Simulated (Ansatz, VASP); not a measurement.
**CuI: VASP beside Ansatz**

File INCAR:

```
PREC = Accurate
ENCUT = 520
EDIFF = 1E-6
ISMEAR = -1
SIGMA = 0.03
LREAL = F
LASPH = T
NELM = 100
ALGO = Normal
ISIF = 2
LWAVE = F
LCHARG = F
GGA = PE
NBANDS = 16
```

KPOINTS

```
Automatic mesh
0
Gamma
  9 9 9
```

The input POSCAR:

```
CuI
1.0
    0.0000000000      3.0622774390      2.9708700000
    3.0622774390      0.0000000000      2.9708700000
    3.0622774390      3.0622774390      0.0000000000
Cu I
1 1
Direct
    0.7500000000      0.7500000000      0.7500000000
    0.0000000000      0.0000000000      0.0000000000
```

Input for Ansatz:

```yaml
crystal:
  lattice:
    - [0.0, 3.062277439, 2.97087]
    - [3.062277439, 0.0, 2.97087]
    - [3.062277439, 3.062277439, 0.0]
  atoms:
    - { symbol: Cu, position: [0.75, 0.75, 0.75] }
    - { symbol: I, position: [0.0, 0.0, 0.0] }
kpoints:
  mp_grid: { grid: [9, 9, 9] }
scf:
  occupations: { method: fermi_dirac, width: 0.03 }
hamiltonian:
  xc: pbe
  pseudopotentials: { kind: all_electron, lapw: { basis_error: 0.001 } }
output:
  forces: true
  stress: true
  eigenvalues: true
```

Change from the starting cell: z stretched by -2 % at fixed volume.

Alike in both runs: task single point; functional PBE; k mesh 9 × 9 × 9; occupations fermi-dirac, width 0.03 eV; no spin polarisation.

|  | VASP | Ansatz |
| --- | --- | --- |
| version | VASP 6.6.1 | Ansatz 0.2.0 |
| potentials or method | VASP PAW PBE potentials, release 64 (Cu, I), cutoff 520 eV | all-electron LAPW, scalar-relativistic |

|  | VASP | Ansatz | Ansatz less VASP |
| --- | --- | --- | --- |
| pressure (GPa) | 0.3 | 0.3 | +0.05 |
| traceless stress, the component that is largest in VASP (GPa) | 0.34 | 0.34 | +0.002 |

Ansatz ran all-electron here, and VASP with PAW potentials.

Spin-orbit coupling is off throughout.
